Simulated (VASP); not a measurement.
# AlCo in VASP: further runs

Aim: see how the results for AlCo move with the level of theory and the settings. Levels: PBE, r2SCAN. Tasks: single point.

Program: VASP 6.6.1. These are calculated values, not measurements. Logs are shortened: lines on timing, memory, paths and dates and some standing lists are left out, and cuts for length are marked.

**1. The cell of the first run**

The typed cell holds 2 atoms: a = 2.819 Å, b = 2.819 Å, c = 2.819 Å, α = 90.00°, β = 90.00°, γ = 90.00°.

**2. Single point, PBE, collinear spin, ferromagnetic start**

Contents of INCAR:

```
PREC = Accurate
ENCUT = 520
EDIFF = 1E-6
ISMEAR = 0
SIGMA = 0.1
LREAL = F
LASPH = T
NELM = 150
ALGO = Normal
ISIF = 2
LWAVE = F
LCHARG = F
ISPIN = 2
MAGMOM = 2 0
LORBIT = 11
LMAXMIX = 4
GGA = PE
NBANDS = 17
```

Contents of KPOINTS:

```
regular mesh
0
Gamma
  7 7 7
```

Contents of POSCAR:

```
AlCo
1.0
    2.8194032100      0.0000000000      0.0000000000
    0.0000000000      2.8194032100      0.0000000000
    0.0000000000      0.0000000000      2.8194032100
Co Al
1 1
Direct
    0.5188250000      0.4935050000      0.4987670000
   -0.0089450000     -0.0064180000     -0.0021340000
```

Potentials or basis: VASP PAW PBE potentials, release 64 (Co, Al).

Launch:

```console
cat potpaw_PBE.64/Co/POTCAR potpaw_PBE.64/Al/POTCAR > POTCAR
mpirun -np 1 vasp_std > vasp.out
```

OUTCAR:

```text
PREC = Accurate
   ENCUT = 520
   EDIFF = 1E-6
   ISMEAR = 0
   LREAL = F
   LASPH = T
   NELM = 150
   ISIF = 2
   ISPIN = 2
   LORBIT = 11
   GGA = PE

 ion  position               nearest neighbor table
   1  0.519  0.494  0.499-   2 2.40   2 2.40   2 2.40   2 2.40   2 2.49   2 2.49   2 2.49   2 2.49

   2  0.991  0.994  0.998-   1 2.40   1 2.40   1 2.40   1 2.40   1 2.49   1 2.49   1 2.49   1 2.49

  LATTYP: Found a simple cubic cell.
 ALAT       =     2.8194032100

  Lattice vectors:

 A1 = (   2.8194032100,   0.0000000000,   0.0000000000)
 A2 = (   0.0000000000,   2.8194032100,   0.0000000000)
 A3 = (   0.0000000000,   0.0000000000,   2.8194032100)

Analysis of symmetry for initial positions (statically):
=====================================================================
 Subroutine PRICEL returns:
 Original cell was already a primitive cell.

 Routine SETGRP: Setting up the symmetry group for a
 simple cubic supercell.

 Subroutine GETGRP returns: Found  1 space group operations
 (whereof  1 operations were pure point group operations)
 out of a pool of 48 trial point group operations.

The static configuration has the point symmetry C_1 .

Analysis of symmetry for dynamics (positions and initial velocities):
=====================================================================
 Subroutine PRICEL returns:
 Original cell was already a primitive cell.

 Routine SETGRP: Setting up the symmetry group for a
 simple cubic supercell.

 Subroutine GETGRP returns: Found  1 space group operations
 (whereof  1 operations were pure point group operations)
 out of a pool of 48 trial point group operations.

The dynamic configuration has the point symmetry C_1 .

Analysis of structural, dynamic, and magnetic symmetry:
=====================================================================
 Subroutine PRICEL returns:
 Original cell was already a primitive cell.

 Routine SETGRP: Setting up the symmetry group for a
 simple cubic supercell.

 Subroutine GETGRP returns: Found  1 space group operations
 (whereof  1 operations were pure point group operations)
 out of a pool of 48 trial point group operations.

The overall configuration has the point symmetry C_1 .

 Subroutine INISYM returns: Found  1 space group operations
 (whereof  1 operations are pure point group operations),
 and found     1 'primitive' translations

----------------------------------------------------------------------------------------

                                     Primitive cell

  volume of cell :      22.4115

  direct lattice vectors                    reciprocal lattice vectors
     2.819403210  0.000000000  0.000000000     0.354684990  0.000000000  0.000000000
     0.000000000  2.819403210  0.000000000     0.000000000  0.354684990  0.000000000
     0.000000000  0.000000000  2.819403210     0.000000000  0.000000000  0.354684990

  length of vectors
     2.819403210  2.819403210  2.819403210     0.354684990  0.354684990  0.354684990

  position of ions in fractional coordinates (direct lattice)
     0.518825000  0.493505000  0.498767000
     0.991055000  0.993582000  0.997866000

  ion indices of the primitive-cell ions
   primitive index   ion index
                 1           1
                 2           2

----------------------------------------------------------------------------------------

 KPOINTS: regular mesh

Automatic generation of k-mesh.
 Grid dimensions read from file:
 generate k-points for:    7    7    7

 Generating k-lattice:

  Cartesian coordinates                     Fractional coordinates (reciprocal lattice)
     0.050669284  0.000000000  0.000000000     0.142857143  0.000000000  0.000000000
     0.000000000  0.050669284  0.000000000     0.000000000  0.142857143  0.000000000
     0.000000000  0.000000000  0.050669284     0.000000000  0.000000000  0.142857143

  Length of vectors
     0.050669284  0.050669284  0.050669284

  Shift w.r.t. Gamma in fractional coordinates (k-lattice)
     0.000000000  0.000000000  0.000000000

 Subroutine IBZKPT returns following result:
 ===========================================

 Found    172 irreducible k-points:

 Following reciprocal coordinates:
            Coordinates               Weight
  0.000000  0.000000  0.000000      1.000000
  0.142857  0.000000  0.000000      2.000000
  0.000000  0.142857  0.000000      2.000000
  0.000000  0.000000  0.142857      2.000000
  0.285714  0.000000  0.000000      2.000000
  0.000000  0.285714  0.000000      2.000000
[... 16 lines left out ...]
  0.000000 -0.285714  0.142857      2.000000
 -0.142857  0.000000  0.285714      2.000000
 [... further k-points ...]
   k-points           NKPTS =    172   k-points in BZ     NKDIM =    172   number of bands    NBANDS=     17
   number of dos      NEDOS =    301   number of ions     NIONS =      2
   total plane-waves  NPLWV =  13824
   dimension x,y,z NGX =    24 NGY =   24 NGZ =   24
   dimension x,y,z NGXF=    48 NGYF=   48 NGZF=   48
   ions per type =               1   1
   NGX,Y,Z   is equivalent  to a cutoff of  14.15, 14.15, 14.15 a.u.
   NGXF,Y,Z  is equivalent  to a cutoff of  28.30, 28.30, 28.30 a.u.
 SYSTEM =  unknown system
   PREC   = accura    normal or accurate (medium, high low for compatibility)
   ISTART =      0    job   : 0-new  1-cont  2-samecut
   ICHARG =      2    charge: 1-file 2-atom 10-const
   ISPIN  =      2    spin polarized calculation?
   LNONCOLLINEAR =      F non collinear calculations
   LSORBIT =      F    spin-orbit coupling
   LASPH  =      T    aspherical Exc in radial PAW
   ENCUT  =  520.0 eV  38.22 Ry    6.18 a.u.   5.24  5.24  5.24*2*pi/ulx,y,z
   NELM   =    150;   NELMIN=  2; NELMDL= -5     # of ELM steps
   EDIFF  = 0.1E-05   stopping-criterion for ELM
   LREAL  =      F    real-space projection
   EDIFFG = 0.1E-04   stopping-criterion for IOM
   NSW    =      0    number of steps for IOM
   IBRION =     -1    ionic relax: 0-MD 1-quasi-New 2-CG
   NFREE  =      0    steps in history (QN), initial steepest desc. (CG)
   ISIF   =      2    stress and relaxation
   ISYM   =      2    0-nonsym 1-usesym 2-fastsym
   POTIM  = 0.5000    time-step for ionic-motion
   TEBEG  =    0.0;   TEEND  =   0.0 temperature during run
   PSTRESS=    0.0 pullay stress
   NELECT =      12.0000    total number of electrons
   NUPDOWN=      -1.0000    fix difference up-down
   EMIN   =  10.00;   EMAX   =-10.00  energy-range for DOS
   EFERMI =   0.00;   METHOD = LEGACY
   ISMEAR =     0;   SIGMA  =   0.10  broadening in eV -4-tet -1-fermi 0-gaus
   EFERMI_NEDOS =   21; number of points for ismear=-14 and -15
   IALGO  =     38    algorithm
   IMIX   =      4    mixing-type and parameters
     AMIX     =   0.40;   BMIX     =  1.00
     AMIX_MAG =   1.60;   BMIX_MAG =  1.00
  volume/ion in A,a.u.               =      11.21        75.62
  Fermi-wavevector in a.u.,A,eV,Ry     =   1.329366  2.512138 24.044423  1.767215
  Thomas-Fermi vector in A             =   2.458534
   LORBIT       =     11    0 simple, 1 ext, 2 COOP (PROOUT), +10 PAW based schemes
   GGA     = PE    functional components
   LHFCALC =     F    Hartree Fock is set to
   AEXX    =    0.0000 exact exchange contribution
   IVDW    =     0    specifies the selected vdW correction
   LEPSILON=     F    determine dielectric tensor
   LRPA    =     F    only Hartree local field effects (RPA)
 spin polarized calculation
 Gauss-broadening in eV      SIGMA  =   0.10
  energy-cutoff  :      520.00
  volume of cell :       22.41
 maximum number of plane-waves:       619
 NGX is ok and might be reduce to    24
   NGX = 11   NGY = 11   NGZ = 11

 number of electron      11.9999998 magnetization      -0.0023010

 number of electron      11.9999998 magnetization       0.0023981

 Free energy of the ion-electron system (eV)
  ---------------------------------------------------
  ext. energy  EPLUGINS =         0.00000000
  ---------------------------------------------------
  free energy    TOTEN  =       -11.95460881 eV

  energy without entropy =      -11.95264258  energy(sigma->0) =      -11.95362569

 E-fermi :  10.9527     XC(G=0): -12.4227

 val. band max:       10.9266569138   @ k =  -0.4286   0.0000   0.4286
 cond. band min:      11.1344975734   @ k =  -0.1429  -0.4286   0.4286
 fundamental gap:      0.2078406596
 Fermi energy:        10.9527399542

 spin component 1

 k-point     1 :       0.0000    0.0000    0.0000
  band No.  band energies     occupation
      1      -0.2794      1.00000
      2       7.8805      1.00000
      3       7.8896      1.00000
      4      10.1033      1.00000
      5      10.1115      1.00000
      6      10.1115      1.00000
[... 9 lines left out ...]
     16      34.9816      0.00000
     17      35.0969      0.00000
[... 441 lines left out ...]
 k-point    24 :      -0.1429    0.0000    0.2857
  band No.  band energies     occupation
      1       1.6381      1.00000
      2       7.3535      1.00000
      3       8.2469      1.00000
      4       9.3019      1.00000
      5       9.5397      1.00000
      6      10.0060      1.00000
[... 9 lines left out ...]
     16      31.9692      0.00000
     17      33.4224      0.00000

 [... further k-points ...]

 spin component 2

 k-point     1 :       0.0000    0.0000    0.0000
  band No.  band energies     occupation
      1      -0.2791      1.00000
      2       7.8836      1.00000
      3       7.8927      1.00000
      4      10.1046      1.00000
      5      10.1128      1.00000
      6      10.1128      1.00000
[... 9 lines left out ...]
     16      34.9820      0.00000
     17      35.0973      0.00000
[... 441 lines left out ...]
 k-point    24 :      -0.1429    0.0000    0.2857
  band No.  band energies     occupation
      1       1.6384      1.00000
      2       7.3552      1.00000
      3       8.2500      1.00000
      4       9.3034      1.00000
      5       9.5410      1.00000
      6      10.0072      1.00000
[... 9 lines left out ...]
     16      31.9696      0.00000
     17      33.4229      0.00000

 [... further k-points ...]
[... 5 lines left out ...]
  --------------------------------------------------------------------------------------
  -------------------------------------------------------------------------------------
  Total        0.9420153      0.9950866      0.9950307     -0.0004357     -0.0000059      0.0052787
  in kB       67.3437019     71.1377138     71.1337136     -0.0311491     -0.0004183      0.3773690
  external PRESSURE =      69.8717098 kB  Pullay stress =       0.0000000 kB

 VOLUME and BASIS-vectors are now :
 -----------------------------------------------------------------------------
  energy-cutoff  :      520.00
  volume of cell :       22.41
      direct lattice vectors                 reciprocal lattice vectors
     2.819403210  0.000000000  0.000000000     0.354684990  0.000000000  0.000000000
     0.000000000  2.819403210  0.000000000     0.000000000  0.354684990  0.000000000
     0.000000000  0.000000000  2.819403210     0.000000000  0.000000000  0.354684990

 POSITION                                       TOTAL-FORCE (eV/Angst)
 -----------------------------------------------------------------------------------
      1.46278      1.39139      1.40623        -0.641608      0.001800     -0.021221
      2.79418      2.80131      2.81339         0.641608     -0.001800      0.021221
 -----------------------------------------------------------------------------------
    total drift:                               -0.000100     -0.000029     -0.000013

  FREE ENERGIE OF THE ION-ELECTRON SYSTEM (eV)
  ---------------------------------------------------
  free  energy   TOTEN  =       -11.9546088084 eV

  energy  without entropy=      -11.9526425796  energy(sigma->0) =      -11.95362569

 total charge

# of ion       s       p       d       tot
------------------------------------------
    1        0.449   0.538   7.528   8.516
    2        0.399   0.443   0.000   0.842
--------------------------------------------------
tot          0.848   0.981   7.528   9.358

 magnetization (x)

# of ion       s       p       d       tot
------------------------------------------
    1       -0.000  -0.000   0.001   0.001
    2       -0.000  -0.000   0.000  -0.000
--------------------------------------------------
tot         -0.000  -0.000   0.001   0.001
```

Run time: 65 s. Hardware: 1 thread of AMD EPYC 9R45 (Zen 5), shared host; peak memory 0.19 GiB.

Results:

```
Free energy                                           : -11.9546 eV
Pressure                                              : 7.0 GPa
Largest force                                         : 0.642 eV/Å
Band gap on the k mesh                                : zero (filled and empty bands overlap)
Net moment                                            : 0.00 μB per cell
Valence electrons inside the program's atomic spheres : Co 8.52; Al 0.84
```

Forces in eV/Å, atoms in the order of the input:
```
Co  -0.642  0.002 -0.021
Al   0.642 -0.002  0.021
```

Stress tensor (GPa, compression positive):
```
6.73 0.00 0.04
0.00 7.11 0.00
0.04 0.00 7.11
```

Levels at points of the mesh, in eV from the Fermi level:
Spin up:
```
           k point  band 3  band 4  band 5  band 6  band 7  band 8  band 9  band 10
(0.00, 0.00, 0.00)   -3.06   -0.85   -0.84   -0.84    6.19    6.20    6.20     8.93
```
Spin down:
| k point | band 2 | band 3 | band 4 | band 5 | band 6 | band 7 | band 8 | band 9 | band 10 | band 11 |
| --- | --- | --- | --- | --- | --- | --- | --- | --- | --- | --- |
| (0.00, 0.00, 0.00) | -3.07 | -3.06 | -0.85 | -0.84 | -0.84 | 6.19 | 6.20 | 6.20 | 8.94 | 8.94 |

Caveat: the starting moments collapsed, and a magnetic state may lie lower.

(Continued in part 2 of 2.)
